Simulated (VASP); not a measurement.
A run of VASP 6.6.1:

INCAR

```
  ALGO = Normal
  EDIFF = 1E-7
  EDIFFG = -0.01
  ENCUT = 500
  GGA_COMPAT = F
  IBRION = 2
  ISIF = 3
  ISMEAR = 0
  LASPH = T
  LCHARG = F
  LREAL = F
  LWAVE = F
  NELM = 120
  NELMIN = 4
  NSW = 80
  PREC = Accurate
  SIGMA = 0.1
```

Contents of KPOINTS:

```
k-points
0
Gamma
  10 10 4
```

POSCAR

```
InSe2
1.0
    3.8948930000      0.0000000000      0.0000000000
    0.0000000000      3.8948930000      0.0000000000
    0.0000000000      0.0000000000      9.6262310000
In Se
2 4
Direct
    0.0000000000      0.5000000000      0.7064680000
    0.5000000000      0.0000000000      0.2935320000
    0.0000000000      0.5000000000      0.3662120000
    0.5000000000      0.0000000000      0.6337880000
    0.0000000000      0.0000000000      0.0000000000
    0.5000000000      0.5000000000      0.0000000000
```

Potentials or basis: VASP PAW LDA potentials, release 64 (In_d, Se).

Command:

```bash
$ cat potpaw_LDA.64/In_d/POTCAR potpaw_LDA.64/Se/POTCAR > POTCAR
$ mpirun -np 1 vasp_std > vasp.out
```

Hardware: 1 thread of AMD EPYC 9755 128-Core Processor, with other jobs on the host.

Q: How long does it take, and how much memory?

A: Run time: 50 min on 1 thread of AMD EPYC 9755 128-Core Processor, with other jobs on the host, peak memory 0.3 GiB. Counts: scf iterations 142, k points 63, ion steps 19.
